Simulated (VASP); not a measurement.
# BN (P3m1) in VASP: notebook, part 2 of 2

VASP 6.6.1.

### 4 Single point, PBE

This run uses another cell than the first one, of 6.91 Å³/atom, 1.073 times its volume.

INCAR reads:

```
SYSTEM = BN
PREC = Accurate
ENCUT = 520
EDIFF = 1E-7
ISMEAR = 0
SIGMA = 0.05
LREAL = .FALSE.
LASPH = .TRUE.
NELM = 80
ALGO = Normal
ISIF = 2
LWAVE = .FALSE.
LCHARG = .FALSE.
GGA = PE
NBANDS = 36
```

KPOINTS reads:

```
Automatic mesh
0
G
  10 10 2
  0 0 0
```

POSCAR reads:

```
BN
1.0
   -2.5539396017      0.0000000000      0.0000000000
   -1.2769698008     -2.2117765748      0.0000000000
    0.0000000000      0.0000000000     14.6805650000
B N
6 6
Direct
    0.6666666667      0.6666666667      0.1978379930
    0.6666666667      0.6666666667      0.4857598134
    0.6666666667      0.6666666667      0.7736816338
    0.3333333333      0.3333333333      0.0538770827
    0.3333333333      0.3333333333      0.3417989032
    0.3333333333      0.3333333333      0.6297207236
    0.6666666667      0.6666666667      0.0900262431
    0.6666666667      0.6666666667      0.3779480636
    0.6666666667      0.6666666667      0.6658698840
    0.3333333333      0.3333333333      0.8098307942
    0.3333333333      0.3333333333      0.2339871534
    0.3333333333      0.3333333333      0.5219089738
```

Potentials or basis: VASP PAW PBE potentials, release 64 (B, N).

Started as:

```console
$ cat potpaw_PBE.64/B/POTCAR potpaw_PBE.64/N/POTCAR > POTCAR
$ mpirun -np 1 vasp_std > vasp.out
```

OUTCAR:

```text
SYSTEM = BN
   PREC = Accurate
   ENCUT = 520
   EDIFF = 1E-7
   ISMEAR = 0
   LREAL = .FALSE.
   LASPH = .TRUE.
   NELM = 80
   ISIF = 2
   GGA = PE

 ion  position               nearest neighbor table
   1  0.667  0.667  0.198-  11 1.57  11 1.57  11 1.57   7 1.58
   2  0.667  0.667  0.486-  12 1.57  12 1.57  12 1.57   8 1.58
   3  0.667  0.667  0.774-  10 1.57  10 1.57  10 1.57   9 1.58
   4  0.333  0.333  0.054-   7 1.57   7 1.57   7 1.57
   5  0.333  0.333  0.342-   8 1.57   8 1.57   8 1.57  11 1.58
   6  0.333  0.333  0.630-   9 1.57   9 1.57   9 1.57  12 1.58
   7  0.667  0.667  0.090-   4 1.57   4 1.57   4 1.57   1 1.58
   8  0.667  0.667  0.378-   5 1.57   5 1.57   5 1.57   2 1.58
   9  0.667  0.667  0.666-   6 1.57   6 1.57   6 1.57   3 1.58
  10  0.333  0.333  0.810-   3 1.57   3 1.57   3 1.57
  11  0.333  0.333  0.234-   1 1.57   1 1.57   1 1.57   5 1.58
  12  0.333  0.333  0.522-   2 1.57   2 1.57   2 1.57   6 1.58

  LATTYP: Found a hexagonal cell.
 ALAT       =     2.5539396017
 C/A-ratio  =     5.7482036734

  Lattice vectors:

 A1 = (   1.2769698008,   2.2117765748,   0.0000000000)
 A2 = (  -2.5539396017,   0.0000000000,   0.0000000000)
 A3 = (   0.0000000000,   0.0000000000,  14.6805650000)

Analysis of symmetry for initial positions (statically):
=====================================================================
 Subroutine PRICEL returns:
 Original cell was already a primitive cell.

 Routine SETGRP: Setting up the symmetry group for a
 hexagonal supercell.

 Subroutine GETGRP returns: Found  6 space group operations
 (whereof  6 operations were pure point group operations)
 out of a pool of 24 trial point group operations.

The static configuration has the point symmetry C_3v.

Analysis of symmetry for dynamics (positions and initial velocities):
=====================================================================
 Subroutine PRICEL returns:
[... 153 lines left out ...]
   LORBIT       =      0    0 simple, 1 ext, 2 COOP (PROOUT), +10 PAW based schemes
   GGA     = PE    functional components
   LHFCALC =     F    Hartree Fock is set to
   AEXX    =    0.0000 exact exchange contribution
   IVDW    =     0    specifies the selected vdW correction
   LEPSILON=     F    determine dielectric tensor
   LRPA    =     F    only Hartree local field effects (RPA)
 non-spin polarized calculation
 Gauss-broadening in eV      SIGMA  =   0.05
  energy-cutoff  :      520.00
  volume of cell :       82.93
 maximum number of plane-waves:      2250
   NGX =  9   NGY =  9   NGZ = 55

 number of electron      48.0000006 magnetization

 Free energy of the ion-electron system (eV)
  ---------------------------------------------------
  ext. energy  EPLUGINS =         0.00000000
  ---------------------------------------------------
  free energy    TOTEN  =      -100.14667124 eV

  energy without entropy =     -100.14347463  energy(sigma->0) =     -100.14507293

 E-fermi :   7.0838     XC(G=0): -11.7681

 val. band max:        7.0795306445   @ k =   0.5000  -0.0000   0.0000
 cond. band min:       7.0988819695   @ k =   0.4000  -0.0000   0.0000
 fundamental gap:      0.0193513250
 Fermi energy:         7.0837705868

 k-point     1 :       0.0000    0.0000    0.0000
  band No.  band energies     occupation
      1     -15.6751      2.00000
      2     -14.6136      2.00000
      3     -13.6876      2.00000
      4     -12.7285      2.00000
      5     -11.5668      2.00000
      6      -9.2422      2.00000
[... 925 lines left out ...]
     35      16.4544      0.00000
     36      16.9787      0.00000

 [... further k-points ...]
[... 5 lines left out ...]
  --------------------------------------------------------------------------------------
  -------------------------------------------------------------------------------------
  Total       -1.0132452     -1.0132452     -3.3754907      0.0000000      0.0000000      0.0000000
  in kB      -19.5762949    -19.5762949    -65.2158043      0.0000000      0.0000000      0.0000000
  external PRESSURE =     -34.7894647 kB  Pullay stress =       0.0000000 kB

 VOLUME and BASIS-vectors are now :
 -----------------------------------------------------------------------------
  energy-cutoff  :      520.00
  volume of cell :       82.93
      direct lattice vectors                 reciprocal lattice vectors
    -2.553939602  0.000000000  0.000000000    -0.391551938  0.226062617  0.000000000
    -1.276969801 -2.211776575  0.000000000     0.000000000 -0.452125233  0.000000000
     0.000000000  0.000000000 14.680565000     0.000000000  0.000000000  0.068117269

 POSITION                                       TOTAL-FORCE (eV/Angst)
 -----------------------------------------------------------------------------------
     -2.55394     -1.47452      2.90437        -0.000000     -0.000000      0.920317
     -2.55394     -1.47452      7.13123         0.000000     -0.000000      0.672224
     -2.55394     -1.47452     11.35808         0.000000      0.000000      3.626281
     -1.27697     -0.73726      0.79095        -0.000000      0.000000      1.139763
     -1.27697     -0.73726      5.01780        -0.000000      0.000000      0.656471
     -1.27697     -0.73726      9.24466        -0.000000      0.000000      0.921975
     -2.55394     -1.47452      1.32164         0.000000     -0.000000     -2.535276
     -2.55394     -1.47452      5.54849         0.000000      0.000000     -0.648623
     -2.55394     -1.47452      9.77535        -0.000000     -0.000000     -1.262572
     -1.27697     -0.73726     11.88877        -0.000000     -0.000000     -2.141590
     -1.27697     -0.73726      3.43506        -0.000000     -0.000000     -0.658000
     -1.27697     -0.73726      7.66192         0.000000      0.000000     -0.690970
 -----------------------------------------------------------------------------------
    total drift:                                0.000000      0.000000      0.000263

  FREE ENERGIE OF THE ION-ELECTRON SYSTEM (eV)
  ---------------------------------------------------
  free  energy   TOTEN  =      -100.1466712382 eV

  energy  without entropy=     -100.1434746275  energy(sigma->0) =     -100.14507293
```

OSZICAR:

```text
N       E                     dE             d eps       ncg     rms          rms(c)
DAV:   1     0.199010050107E+03    0.19901E+03   -0.25141E+04  2016   0.129E+03
DAV:   2    -0.949559933653E+02   -0.29397E+03   -0.27714E+03  2616   0.297E+02
DAV:   3    -0.108229049114E+03   -0.13273E+02   -0.13175E+02  2664   0.623E+01
DAV:   4    -0.108415632093E+03   -0.18658E+00   -0.18628E+00  2632   0.764E+00
[... 20 lines left out ...]
DAV:  25    -0.100146682147E+03   -0.34741E-05   -0.31896E-06  2640   0.165E-02    0.343E-02
DAV:  26    -0.100146673508E+03    0.86394E-05   -0.16684E-06  2736   0.186E-02    0.127E-02
DAV:  27    -0.100146671685E+03    0.18231E-05   -0.24124E-06  2516   0.817E-03    0.626E-03
DAV:  28    -0.100146671299E+03    0.38544E-06   -0.60784E-07  2688   0.434E-03    0.275E-03
DAV:  29    -0.100146671238E+03    0.61183E-07   -0.53254E-08  1432   0.193E-03
   1 F= -.10014667E+03 E0= -.10014507E+03  d E =-.319661E-02
```

stdout:

```text
POSCAR found type information on POSCAR B N
 POSCAR found :  2 types and      12 ions
 scaLAPACK will be used
 LDA part: xc-table for (Slater+PW92), standard interpolation
 POSCAR, INCAR and KPOINTS ok, starting setup
 FFT: planning ... GRIDC
 FFT: planning ... GRID_SOFT
 FFT: planning ... GRID
 WAVECAR not read
 entering main loop
```

Run time: 80 s. Hardware: 1 thread of Intel Xeon 6975P-C (Granite Rapids), shared host; peak memory 0.22 GiB.

What came out:

```
Free energy            : -100.1467 eV
Pressure               : -3.5 GPa
Largest force          : 3.626 eV/Å
Band gap on the k mesh : zero (band 24 reaches 7.36 eV, above the bottom of band 25 at 7.08 eV)
```

Forces on the atoms (eV/Å):
```
B    0.000  0.000  0.920
B    0.000  0.000  0.672
B    0.000  0.000  3.626
B    0.000  0.000  1.140
B    0.000  0.000  0.656
B    0.000  0.000  0.922
N    0.000  0.000 -2.535
N    0.000  0.000 -0.649
N    0.000  0.000 -1.263
N    0.000  0.000 -2.142
N    0.000  0.000 -0.658
N    0.000  0.000 -0.691
```

Caveat: forces of over 1 eV/Å act on the atoms, so gaps and moduli don't describe the material at rest.

### 5 Summary

| cell | gap on the mesh (eV) | pressure (GPa) | largest force (eV/Å) |
| --- | --- | --- | --- |
| a = 2.554, b = 2.554, c = 13.681 Å, angles 90.0, 90.0, 60.0°, 12 atoms | 1.29 | -5.9 | 3.11 |
| a = 2.554, b = 2.554, c = 14.181 Å, angles 90.0, 90.0, 60.0°, 12 atoms | 0.11 | -4.6 | 3.73 |
| a = 2.554, b = 2.554, c = 14.681 Å, angles 90.0, 90.0, 60.0°, 12 atoms | none | -3.5 | 3.63 |

Alike in all rows: task single point; level PBE; potentials or basis VASP PAW PBE potentials, release 64 (B, N); no spin polarisation; k mesh 10 × 10 × 2; cutoff (eV) 520; smearing gaussian 0.05 eV.

Caveats: forces of over 1 eV/Å act on the atoms, so gaps and moduli don't describe the material at rest.

Total energies depend on the potentials used, so only differences within one code and one set of settings carry meaning.
